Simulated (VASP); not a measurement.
# Nb2SbS2 (R-3m) in VASP: relaxation of the atoms with PBEsol

Aim: the relaxation of the atoms of Nb2SbS2 with PBEsol.

Program: VASP 6.6.1. These are calculated values, not measurements. Logs are shortened: lines on timing, memory, paths and dates and some standing lists are left out, and cuts for length are marked.

## 1. The cell of the first run

The structure is trigonal, space group R-3m (No. 166). Conventional cell: a = 3.574 Å, b = 3.574 Å, c = 27.800 Å, α = 90.00°, β = 90.00°, γ = 120.00°. Nb (site symmetry 3m) has 3 Sb at 2.35 Å and 3 S at 2.70 Å and 3 Nb at 3.06 Å within 3.1 Å. Within 3.6 Å of S (site symmetry 3m) lie 3 Nb at 2.70 Å and 3 Sb at 3.54 Å and 6 S at 3.57 Å. Sb (site symmetry -3m) has 6 Nb at 2.35 Å within 3.1 Å.

## 2. Relaxation of the atoms, PBEsol

File INCAR:

```
ALGO     = Normal         # electronic algorithm
EDIFF    = 1E-7           # SCF threshold, eV
EDIFFG   = -0.01          # ionic threshold
ENCUT    = 520            # plane-wave cutoff, eV
GGA      = PS             # functional
IBRION   = 2              # ionic algorithm
ISIF     = 2              # what is computed and relaxed
ISMEAR   = -1             # smearing method
KPAR     = 2            
LASPH    = T              # aspherical terms in the spheres
LCHARG   = F              # write CHGCAR
LREAL    = F              # projectors in reciprocal space
LWAVE    = F              # write WAVECAR
NELM     = 60             # most SCF steps
NSW      = 80             # ionic steps
PREC     = Accurate       # precision mode
SIGMA    = 0.1            # smearing width, eV
```

File KPOINTS:

```
k-points
0
Gamma
  6 6 6
```

File POSCAR:

```
Nb2SbS2
1.0
    1.7870799600      3.0953066100      0.0000000000
   -1.7870799600      3.0953066100      0.0000000000
    0.0000000000     -2.0635374000      9.2665409000
Nb S Sb
2 2 1
Direct
    0.3740000000      0.3740000000      0.1220000000
    0.6260000000      0.6260000000      0.8780000000
    0.2300000000      0.2300000000      0.6900000000
    0.7700000000      0.7700000000      0.3100000000
    0.0000000000      0.0000000000      0.0000000000
```

Potentials or basis: VASP PAW PBE potentials, release 64 (Nb_sv, S, Sb).

Started as:

```sh
$ cat potpaw_PBE.64/Nb_sv/POTCAR potpaw_PBE.64/S/POTCAR potpaw_PBE.64/Sb/POTCAR > POTCAR
$ mpirun -np 2 vasp_std > vasp.out
```

OUTCAR:

```text
EDIFF = 1E-7
   EDIFFG = -0.01
   ENCUT = 520
   GGA = PS
   IBRION = 2
   ISIF = 2
   ISMEAR = -1
   LASPH = T
   LREAL = F
   NELM = 60
   NSW = 80
   PREC = Accurate

 ion  position               nearest neighbor table
   1  0.374  0.374  0.122-   5 2.35   5 2.35   5 2.35   4 2.70   4 2.70   4 2.70
   2  0.626  0.626  0.878-   5 2.35   5 2.35   5 2.35   3 2.70   3 2.70   3 2.70
   3  0.230  0.230  0.690-   2 2.70   2 2.70   2 2.70
   4  0.770  0.770  0.310-   1 2.70   1 2.70   1 2.70
   5  0.000  0.000  0.000-   1 2.35   2 2.35   2 2.35   2 2.35   1 2.35   1 2.35

  LATTYP: Found a trigonal (rhomboedric) cell.
 ALAT       =     9.4935231994
 COS(alpha) =     0.9291298857

  Lattice vectors:

 A1 = (   1.7870799600,   1.0317692100,   9.2665409000)
 A2 = (  -1.7870799600,   1.0317692100,   9.2665409000)
 A3 = (   0.0000000000,  -2.0635374000,   9.2665409000)

Analysis of symmetry for initial positions (statically):
=====================================================================
 Subroutine PRICEL returns:
 Original cell was already a primitive cell.

 Routine SETGRP: Setting up the symmetry group for a
 trigonal (rhombohedral) supercell.

 Subroutine GETGRP returns: Found 12 space group operations
 (whereof 12 operations were pure point group operations)
 out of a pool of 12 trial point group operations.

The static configuration has the point symmetry D_3d.

Analysis of symmetry for dynamics (positions and initial velocities):
=====================================================================
 Subroutine PRICEL returns:
 Original cell was already a primitive cell.

 Routine SETGRP: Setting up the symmetry group for a
 trigonal (rhombohedral) supercell.

 Subroutine GETGRP returns: Found 12 space group operations
 (whereof 12 operations were pure point group operations)
 out of a pool of 12 trial point group operations.

The dynamic configuration has the point symmetry D_3d.

 Subroutine INISYM returns: Found 12 space group operations
 (whereof 12 operations are pure point group operations),
 and found     1 'primitive' translations

----------------------------------------------------------------------------------------

                                     Primitive cell

  volume of cell :     102.5169

[... 114 lines left out ...]
     AMIX_MAG =   1.60;   BMIX_MAG =  1.00
  volume/ion in A,a.u.               =      20.50       138.36
  Fermi-wavevector in a.u.,A,eV,Ry     =   1.225460  2.315784 20.432586  1.501753
  Thomas-Fermi vector in A             =   2.360497
   LORBIT       =      0    0 simple, 1 ext, 2 COOP (PROOUT), +10 PAW based schemes
   GGA     = PS    functional components
   LHFCALC =     F    Hartree Fock is set to
   AEXX    =    0.0000 exact exchange contribution
   IVDW    =     0    specifies the selected vdW correction
   LEPSILON=     F    determine dielectric tensor
   LRPA    =     F    only Hartree local field effects (RPA)
 conjugate gradient relaxation of ions
 non-spin polarized calculation
  energy-cutoff  :      520.00
  volume of cell :      102.52
 maximum number of plane-waves:      2800
 NGX is ok and might be reduce to    28
   NGX = 13   NGY = 13   NGZ = 35

--------------------------------------- Ionic step        1  -------------------------------------------

 number of electron      43.0000001 magnetization

 Free energy of the ion-electron system (eV)
  ---------------------------------------------------
  ext. energy  EPLUGINS =         0.00000000
  ---------------------------------------------------
  free energy    TOTEN  =       -30.78907900 eV

  energy without entropy =      -30.66284890  energy(sigma->0) =      -30.72596395

------------------------ aborting loop because EDIFF is reached ----------------------------------------

  FORCE on cell =-STRESS in cart. coord.  units (eV):
  Direction    XX          YY          ZZ          XY          YZ          ZX
  --------------------------------------------------------------------------------------
  -------------------------------------------------------------------------------------
  Total       27.4781075     27.4779889     14.4783849      0.0000000      0.0000005      0.0000000
  in kB      429.4396083    429.4377553    226.2743880      0.0000000      0.0000083      0.0000000
  external PRESSURE =     361.7172505 kB  Pullay stress =       0.0000000 kB
[... 98 lines left out ...]
  FREE ENERGIE OF THE ION-ELECTRON SYSTEM (eV)
  ---------------------------------------------------
  free  energy   TOTEN  =       -36.4198476261 eV

  energy  without entropy=      -36.2671207826  energy(sigma->0) =      -36.34348420

[... ionic steps 4 to 7 ...]

--------------------------------------- Ionic step        8  -------------------------------------------

 number of electron      43.0000000 magnetization

------------------------ aborting loop because EDIFF is reached ----------------------------------------
[... 73 lines left out ...]
--------------------------------------- Ionic step       10  -------------------------------------------

 number of electron      43.0000000 magnetization

 Free energy of the ion-electron system (eV)
  ---------------------------------------------------
  ext. energy  EPLUGINS =         0.00000000
  ---------------------------------------------------
  free energy    TOTEN  =       -38.08862246 eV

  energy without entropy =      -37.92900368  energy(sigma->0) =      -38.00881307

 E-fermi :   8.2696     XC(G=0): -10.9305

 val. band max:        8.2690830331   @ k =   0.5000   0.1667   0.1667
 cond. band min:       8.2723735633   @ k =   0.0000   0.0000   0.0000
 fundamental gap:      0.0032905303
 Fermi energy:         8.2695718095

 k-point     1 :       0.0000    0.0000    0.0000
  band No.  band energies     occupation
      1     -47.0165      2.00000
      2     -47.0162      2.00000
      3     -23.1233      2.00000
      4     -23.1101      2.00000
      5     -23.0789      2.00000
      6     -23.0789      2.00000
[... 661 lines left out ...]
     24       9.5530      0.00001
     25      10.0540      0.00000

 [... further k-points ...]

------------------------ aborting loop because EDIFF is reached ----------------------------------------

  FORCE on cell =-STRESS in cart. coord.  units (eV):
  Direction    XX          YY          ZZ          XY          YZ          ZX
  --------------------------------------------------------------------------------------
  -------------------------------------------------------------------------------------
  Total       -3.9644786     -3.9644615      1.5581487      0.0000000      0.0000001      0.0000000
  in kB      -61.9585662    -61.9582989     24.3514146      0.0000000      0.0000009      0.0000000
  external PRESSURE =     -33.1884835 kB  Pullay stress =       0.0000000 kB
[... 20 lines left out ...]
  FREE ENERGIE OF THE ION-ELECTRON SYSTEM (eV)
  ---------------------------------------------------
  free  energy   TOTEN  =       -38.0886224628 eV

  energy  without entropy=      -37.9290036831  energy(sigma->0) =      -38.00881307

 reached required accuracy - stopping structural energy minimisation
```

OSZICAR:

```text
N       E                     dE             d eps       ncg     rms          rms(c)
DAV:   1     0.462643234630E+03    0.46264E+03   -0.21816E+04  1632   0.159E+03
DAV:   2     0.643760713478E+01   -0.45621E+03   -0.45216E+03  2167   0.562E+02
DAV:   3    -0.301123400386E+02   -0.36550E+02   -0.36085E+02  2888   0.128E+02
DAV:   4    -0.324401295924E+02   -0.23278E+01   -0.23078E+01  2472   0.280E+01
[... 122 lines left out ...]
DAV:   4    -0.380886256212E+02    0.92614E-05   -0.61400E-05  2509   0.458E-02    0.411E-02
DAV:   5    -0.380886241495E+02    0.14718E-05   -0.57267E-06  2446   0.160E-02    0.208E-02
DAV:   6    -0.380886225973E+02    0.15522E-05   -0.14514E-05  2025   0.204E-02    0.418E-03
DAV:   7    -0.380886225077E+02    0.89583E-07   -0.25390E-06  2576   0.112E-02    0.204E-03
DAV:   8    -0.380886224628E+02    0.44877E-07   -0.16483E-07  1509   0.261E-03
  10 F= -.38088622E+02 E0= -.38008813E+02  d E =-.880730E-03
```

CONTCAR:

```text
Nb2SbS2
   1.00000000000000
     1.7870799600000000    3.0953066100000002    0.0000000000000000
    -1.7870799600000000    3.0953066100000002    0.0000000000000000
     0.0000000000000000   -2.0635374000000000    9.2665409000000007
  Nb              S               Sb
     2     2     1
Direct
     0.4075859305509650    0.4075859305509650    0.2227577916528880
     0.5924140694490349    0.5924140694490349    0.7772422083471120
     0.2135767906039852    0.2135767906039852    0.6407303718119626
     0.7864232093960148    0.7864232093960148    0.3592696281880373
     0.0000000000000000    0.0000000000000000    0.0000000000000000

  0.00000000E+00  0.00000000E+00  0.00000000E+00
  0.00000000E+00  0.00000000E+00  0.00000000E+00
  0.00000000E+00  0.00000000E+00  0.00000000E+00
  0.00000000E+00  0.00000000E+00  0.00000000E+00
  0.00000000E+00  0.00000000E+00  0.00000000E+00
```

Run time: 6.9 min. Hardware: 2 MPI ranks of Intel Xeon Platinum 8259CL at 2.50GHz (Skylake/Cascade Lake), shared host; peak memory 0.27 GiB.

Results:

| Property | Result |
| --- | --- |
| Free energy | -38.0886 eV |
| Energy gained by relaxing | 1459.9 meV/atom |
| Ionic steps | 10 |
| Pressure after relaxing | -3.3 GPa |
| Largest force after relaxing | 0.003 eV/Å |
| Band gap on the k mesh | zero (an odd number of electrons rules out a gap without spin polarisation) |

Forces in eV/Å, atoms in the order of the input:
```
Nb   0.000  0.000 -0.003
Nb   0.000  0.000  0.003
S    0.000  0.000  0.003
S    0.000  0.000 -0.003
Sb   0.000  0.000  0.000
```

Stress tensor (GPa, compression positive):
```
-6.20  0.00  0.00
 0.00 -6.20  0.00
 0.00  0.00  2.44
```

Step by step:
| step | energy change (eV) | largest force (eV/Å) | pressure (GPa) |
| --- | --- | --- | --- |
| 1 | 0.0000 | 10.9552 | 36.17 |
| 2 | -5.5566 | 2.2533 | 19.05 |
| 3 | -5.6308 | 2.8653 | 19.97 |
| 4 | -5.6376 | 2.7444 | 19.70 |
| 5 | -6.3119 | 2.0164 | 13.27 |
| 6 | -7.2220 | 0.9293 | -3.13 |
| 7 | -7.2984 | 0.1045 | -2.86 |
| 8 | -7.2987 | 0.0793 | -2.89 |
| 9 | -7.2994 | 0.0352 | -3.12 |
| 10 | -7.2995 | 0.0030 | -3.32 |

Final structure:
```xyz
5
Lattice="1.7871 3.0953 0.0000 -1.7871 3.0953 0.0000 0.0000 -2.0635 9.2665" Properties=species:S:1:pos:R:3 pbc="T T T"
Nb    0.0000    2.0635    2.0642
Nb    0.0000    2.0635    7.2023
S     0.0000    0.0000    5.9374
S     0.0000    4.1271    3.3292
Sb    0.0000    0.0000    0.0000
```

Caveat: the PAW data sets were made with another functional, which shifts forces and pressure a little; spin-orbit coupling is left out, which moves the levels of the heavy elements; an odd number of electrons without spin polarisation forces a metal; a magnetic or distorted state may lie lower.
